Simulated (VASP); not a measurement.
HfO2:

```
CELL_PARAMETERS angstrom
4.84541 0.00000 0.00000
0.00000 4.84541 0.00000
0.00000 0.00000 3.22664
ATOMIC_POSITIONS crystal
Hf 0.50000 0.50000 0.50000
Hf 0.00000 0.00000 0.00000
O 0.80504 0.19496 0.50000
O 0.69496 0.69496 0.00000
O 0.30504 0.30504 0.00000
O 0.19496 0.80504 0.50000
```

This cell differs from its parent crystal: volume scaled by 1.02.

Base run:

| Quantity | Value |
| --- | --- |
| Program | VASP 6.6.1 |
| Functional | PBEsol |
| Potentials or basis | VASP PAW PBE potentials, release 64 (Hf_pv, O) |
| Cutoff | 520 eV |
| k mesh | 6 × 6 × 8 |
| Occupations | fermi-dirac, width 0.05 eV |
| Spin | no spin polarisation |

Its results: band gap on the k mesh 3.80 eV, direct; pressure -5.3 GPa; largest force 0.093 eV/Å.

Problem. The run is repeated on the same cell with these changes: functional from PBEsol to PBE. What comes out?

Solution. Band gap on the k mesh 3.90 eV, direct; pressure 0.9 GPa; largest force 0.034 eV/Å.

PBE binds less tightly than PBEsol, so the same cell stands under more pressure.

Caveats: spin-orbit coupling is left out, which moves the levels of the heavy elements; the PAW data sets were made with another functional, which shifts forces and pressure a little (some runs).

A k mesh can miss the band edges.
